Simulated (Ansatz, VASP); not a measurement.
**One calculation of Te, two programs**

```xyz
1
Lattice="2.2697 1.3104 1.6539 -2.2697 1.3104 1.6539 0.0000 -2.6208 1.6539" Properties=species:S:1:pos:R:3 pbc="T T T"
Te    0.0000    0.0000    2.4808
```

Alike in both runs: task single point; functional PBEsol; k mesh 15 × 15 × 15; occupations gaussian, width 0.15 eV; no spin polarisation.

|  | VASP | Ansatz |
| --- | --- | --- |
| version | VASP 6.6.1 | Ansatz 0.2.0 |
| potentials or method | VASP PAW PBE potentials, release 64 (Te), cutoff 520 eV | scalar-relativistic, plane waves, PAW |
| valence electrons in the cell | 6 | 16 |

|  | VASP | Ansatz | Ansatz less VASP |
| --- | --- | --- | --- |
| gap on the k mesh at the Fermi level (eV) | none | none | - |
| pressure (GPa) | 3.2 | 3.1 | -0.08 |
| traceless stress, the component that is largest in VASP (GPa) | -0.33 | -0.31 | +0.022 |

VASP's potentials were made for PBE, not for PBEsol. A gap of «none» marks a metal or a gap that the smearing closes. VASP's potentials hold 6 valence electrons a cell and Ansatz's 16, so a difference there can come from the potentials and not from the codes.

Neither program's run includes spin-orbit coupling.
